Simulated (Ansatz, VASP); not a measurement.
## One calculation of Na4CaGaP3O12, two programs

```xyz
42
Lattice="4.6111 2.6622 7.3069 -4.6111 2.6622 7.3069 0.0000 -5.3244 7.3069" Properties=species:S:1:pos:R:3 pbc="T T T"
Na    1.2447    2.6984   12.7549
Na    1.7145   -2.4271   12.7549
Na   -2.9592   -0.2712   12.7549
Na   -1.6519    2.3910    9.1015
Na    2.8966    0.2351    9.1015
Na   -1.2447   -2.6261    9.1015
Na    0.0000    0.0000   10.9905
Na    0.0000    0.0000    0.0301
Ca    0.0000    0.0000    7.6498
Ca    0.0000    0.0000   18.6102
Ga    0.0000    0.0000   14.2424
Ga    0.0000    0.0000    3.2820
P    -1.8432    2.5432   12.7975
P     3.1241    0.3246   12.7975
P    -1.2809   -2.8679   12.7975
P    -3.3302   -0.2057    9.1441
P     1.4870    2.9869    9.1441
P     1.8432   -2.7812    9.1441
O     1.9864    0.0937    6.7762
O    -0.9120   -1.7671    6.7762
O    -1.0744    1.6734    6.7762
O    -3.5367   -0.9888   10.4297
O     0.9120    3.5573   10.4297
O     2.6247   -2.5685   10.4297
O    -1.8027   -0.2874   15.2077
O     0.6525    1.7049   15.2077
O     1.1502   -1.4175   15.2077
O     3.4609    1.2447   11.5543
O    -0.6525   -3.6196   11.5543
O    -2.8084    2.3749   11.5543
O     0.8794   -1.5878    9.0195
O    -1.8148    0.0323    9.0195
O     0.9354    1.5555    9.0195
O     3.6757   -1.1067   12.6730
O    -2.7963   -2.6299   12.6730
O    -0.8794    3.7366   12.6730
O    -1.0026    1.2026   12.8592
O     1.5428    0.2670   12.8592
O    -0.5402   -1.4696   12.8592
O    -4.0709    1.1926    9.2057
O     3.0683    2.9292    9.2057
O     1.0026   -4.1218    9.2057
```

Alike in both runs: task electric field gradients; functional PBE; k mesh 3 × 3 × 3; occupations fermi-dirac, width 0.02 eV; no spin polarisation.

```csv
,VASP,Ansatz
version,VASP 6.6.1,Ansatz 0.2.0
potentials or method,"VASP PAW PBE potentials, release 64 (Na_pv, Ca_sv, Ga_d, P, O)","plane-wave PAW, scalar-relativistic"
plane-wave cutoff (eV),520,420
valence electrons in the cell,276,292
```

VASP gave:

| Item | Value |
| --- | --- |
| gap on the k mesh at the Fermi level (eV) | 2.90 |
| pressure (GPa) | -0.1 |
| traceless stress, the component that is largest in VASP (GPa) | -0.21 |
| rms of the force components (eV/Å) | 0.083 |
| size of Vzz on the site where it differs most (V/Å²) | 23.8 |

Task: Which values does Ansatz return?

Result: gap on the k mesh at the Fermi level (eV): 2.92; pressure (GPa): 0.1; traceless stress, the component that is largest in VASP (GPa): -0.15; rms of the force components (eV/Å): 0.086; size of Vzz on the site where it differs most (V/Å²): 21.4.

Atom by atom the forces differ by 0.040 eV/Å (rms over components). One of these differences is far larger than is usual between the two programs; its cause wasn't traced. VASP's potentials hold 276 valence electrons a cell and Ansatz's 292, so a difference there can come from the potentials and not from the codes.
